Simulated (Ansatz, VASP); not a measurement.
ZrS2: VASP beside Ansatz

```
Zr S
1.0
     3.69155    0.00000    0.00000
    -1.84577    3.19697    0.00000
     0.00000    0.00000    6.09579
Zr S
1 2
Direct
  0.00000 0.00000 0.00000
  0.66667 0.33333 0.76432
  0.33333 0.66667 0.23568
```

Alike in both runs: functional r2SCAN; k mesh 9 × 9 × 6; occupations gaussian, width 0.02 eV; no spin polarisation.

Ansatz relaxed the structure, and its values are those at the end. VASP's run is a single point on that final structure, the one shown.

|  | VASP | Ansatz |
| --- | --- | --- |
| version | VASP 6.6.1 | Ansatz 0.2.0 |
| potentials or method | VASP PAW PBE potentials, release 64 (Zr_sv, S), cutoff 550 eV | scalar-relativistic, plane waves, PAW |
| valence electrons in the cell | 24 | 24 |

VASP gave:

| Item | Value |
| --- | --- |
| gap on the k mesh at the Fermi level (eV) | 1.41 |
| least direct gap on the mesh (eV) | 2.00 |
| pressure (GPa) | -0.1 |

**Question.** Which values does Ansatz return?

**Answer.** gap on the k mesh at the Fermi level (eV): 1.40; least direct gap on the mesh (eV): 2.00; pressure (GPa): 0.0.

VASP's potentials were made for PBE, not for r2SCAN.
